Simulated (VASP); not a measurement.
Ca4Au: single point with PBE

The system is Ca4Au.

```
Ca Au
1.0
     4.68107    0.00000    0.00000
    -2.34053    4.05392    0.00000
     0.00000    0.00000    6.20489
Ca Au
4 1
Direct
  0.33333 0.66667 0.74662
  0.33333 0.66667 0.25338
  0.66667 0.33333 0.25338
  0.66667 0.33333 0.74662
  0.00000 0.00000 0.00000
```

The cell was generated, and may not be a known phase.

| Property | Result |
| --- | --- |
| Program | VASP 6.6.1 |
| Task | single point |
| Functional | PBE |
| Potentials or basis | VASP PAW PBE potentials, release 64 (Ca_sv, Au) |
| Cutoff | 520 eV |
| k mesh | 6 × 6 × 4 |
| Occupations | gaussian, width 0.1 eV |
| Spin | no spin polarisation |

```
Pressure               : 14.2 GPa
Largest force          : 0.640 eV/Å
Band gap on the k mesh : zero (an odd number of electrons rules out a gap without spin polarisation)
```

Forces in eV/Å, atoms in the order of the input:
```
Ca   0.000  0.000  0.640
Ca   0.000  0.000 -0.640
Ca   0.000  0.000 -0.640
Ca   0.000  0.000  0.640
Au   0.000  0.000  0.000
```

Stress tensor (GPa, compression positive):
```
15.92  0.00  0.00
 0.00 15.92  0.00
 0.00  0.00 10.82
```

Levels at points of the mesh, in eV from the Fermi level:
```tsv
k point	band 21	band 22	band 23	band 24	band 25	band 26	band 27	band 28	band 29	band 30
(0.00, 0.00, 0.00)	-4.70	-4.60	-1.25	-0.96	0.46	0.46	0.66	0.66	0.90	1.98
(0.50, 0.00, 0.00)	-4.48	-4.36	-2.33	-0.90	-0.86	0.05	0.27	0.67	1.00	1.53
(0.00, 0.00, 0.50)	-4.70	-4.49	-3.17	0.61	0.69	0.69	1.04	1.04	1.54	2.02
(0.50, 0.00, 0.50)	-4.43	-4.25	-1.57	-1.47	-0.59	-0.14	0.17	0.50	1.27	1.39
```

Run time: 3.3 min on 1 thread of Intel Xeon 8259CL, on a shared host, peak memory 0.27 GiB.

Caveat: the stress differs along the axes, from 11 to 16 GPa; spin-orbit coupling is left out, which moves the levels of the heavy elements.
